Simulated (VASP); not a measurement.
A run of VASP 6.6.1 is set up as follows.

Contents of INCAR:

```
PREC = Accurate
ENCUT = 600
EDIFF = 1E-6
ISMEAR = 0
SIGMA = 0.15
LREAL = False
LASPH = True
NELM = 120
ALGO = Normal
ISIF = 2
LWAVE = False
LCHARG = False
GGA = PE
NBANDS = 25
GGA_COMPAT = False
```

The input KPOINTS:

```
regular mesh
0
Gamma
  3 3 3
```

Contents of POSCAR:

```
BeTeS4
1.0
    6.5966283977     -0.0000000032      0.0000000000
   -3.2983141961      5.7128477733      0.0000000000
    0.0000000000      0.0000000000      3.0025194900
Be Te S
1 1 4
Direct
    0.3333333333      0.6666666667      0.0000000000
    0.0000000000      0.0000000000      0.0000000000
    0.6666666667      0.3333333333      0.0000000000
    0.4756049891     -0.0487900219      0.5000000000
    1.0487900219      0.5243950109      0.5000000000
    0.4756049891      0.5243950109      0.5000000000
```

Potentials or basis: VASP PAW PBE potentials, release 64 (Be, Te, S).

Launch:

```sh
$ cat potpaw_PBE.64/Be/POTCAR potpaw_PBE.64/Te/POTCAR potpaw_PBE.64/S/POTCAR > POTCAR
$ mpirun -np 1 vasp_std > vasp.out
```

(1) Predict the largest force.

(2) Predict the band gap on the k mesh.

(3) What does it give for the pressure?

Results:

(1) 0.005 eV/Å.

(2) zero (bands 16 and 17 overlap by 0.74 eV).

(3) -0.1 GPa.

Caveat: the k points lie up to 0.70 Å⁻¹ apart, too coarse for converged energies and pressures of a metal; semilocal functionals underestimate gaps, and a narrow one can read as zero; spin-orbit coupling is left out, which moves the levels of the heavy elements.
